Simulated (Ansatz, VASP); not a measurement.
# B3Rh in VASP and in Ansatz

Contents of INCAR:

```
  ALGO = Normal
  EDIFF = 1E-7
  EDIFFG = -0.01
  ENCUT = 600
  GGA = PE
  IBRION = 2
  ISIF = 3
  ISMEAR = 0
  LASPH = T
  LCHARG = F
  LREAL = F
  LWAVE = F
  NELM = 80
  NSW = 100
  PREC = Accurate
  SIGMA = 0.02
```

File KPOINTS:

```
k-points
0
Gamma
  8 8 8
```

POSCAR

```
B3Rh
1.0
    4.0270302538      0.0000000000      0.0000000000
    0.0000000000      4.0270302538      0.0000000000
    0.0000000000      0.0000000000      4.0270302538
B Rh
3 1
Direct
    0.0000000000      0.5000000000      0.5000000000
    0.5000000000      0.0000000000      0.5000000000
    0.5000000000      0.5000000000      0.0000000000
    0.5000000000      0.5000000000      0.5000000000
```

Input for Ansatz:

```yaml
crystal:
  lattice:
    - [4.0270302538, 0.0, 0.0]
    - [0.0, 4.0270302538, 0.0]
    - [0.0, 0.0, 4.0270302538]
  atoms:
    - { symbol: B, position: [0.0, 0.5, 0.5] }
    - { symbol: B, position: [0.5, 0.0, 0.5] }
    - { symbol: B, position: [0.5, 0.5, 0.0] }
    - { symbol: Rh, position: [0.5, 0.5, 0.5] }
basis:
  ecutwfc: 420
kpoints:
  mp_grid: { grid: [8, 8, 8] }
hamiltonian:
  xc: pbe
scf:
  occupations: { method: gaussian, width: 0.02 }
output:
  forces: true
  stress: true
  eigenvalues: true
relax:
  adjacent_minimum: "off"
  f_tol: 0.01
  max_steps: 80
  cell: { stress_tol: 0.05 }
```

Alike in both runs: task relaxation of cell and atoms; functional PBE; k mesh 8 × 8 × 8; occupations gaussian, width 0.02 eV; no spin polarisation.

|  | VASP | Ansatz |
| --- | --- | --- |
| version | VASP 6.6.1 | Ansatz 0.2.0 |
| potentials or method | VASP PAW PBE potentials, release 64 (B, Rh_pv), cutoff 600 eV | scalar-relativistic, plane waves, PAW |
| valence electrons in the cell | 24 | 26 |

|  | VASP | Ansatz | Ansatz less VASP |
| --- | --- | --- | --- |
| gap on the k mesh at the Fermi level, each at its own relaxed structure (eV) | 0.80 | 0.79 | -0.003 |
| relaxed volume (Å³/atom) | 16.37 | 16.38 | +0.009 |
| relaxed cell length with the largest relative difference (Å) | 4.031 | 4.031 | +0.0007 |

VASP's potentials hold 24 valence electrons a cell and Ansatz's 26, so a difference there can come from the potentials and not from the codes.
